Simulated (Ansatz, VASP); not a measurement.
## One calculation of RbBr, two programs

```
Rb Br
1.0
     4.24867    0.00000    0.00000
     0.00000    4.24867    0.00000
     0.00000    0.00000    4.19290
Rb Br
1 1
Direct
  0.97686 0.00000 0.00000
  0.52476 0.50000 0.50000
```

Change from the starting cell: mode 4 frozen in at -0.104 Å, equal normal strain along x and y +0.0133.

Alike in both runs: task single point; functional PBE; k mesh 6 × 6 × 6; occupations gaussian, width 0.05 eV; no spin polarisation.

```csv
,VASP,Ansatz
version,VASP 6.6.1,Ansatz 0.2.0
potentials or method,"VASP PAW PBE potentials, release 64 (Rb_sv, Br), cutoff 520 eV","scalar-relativistic, plane waves, PAW"
valence electrons in the cell,16,16
```

|  | VASP | Ansatz | Ansatz less VASP |
| --- | --- | --- | --- |
| gap on the k mesh at the Fermi level (eV) | 3.83 | 3.83 | +0.001 |
| least direct gap on the mesh (eV) | 3.96 | 3.96 | 0.000 |
| pressure (GPa) | -0.1 | -0.2 | -0.02 |
| traceless stress, the component that is largest in VASP (GPa) | 0.25 | 0.25 | 0.000 |
| rms of the force components (eV/Å) | 0.059 | 0.059 | -0.0009 |

Atom by atom the forces differ by 0.001 eV/Å (rms over components).
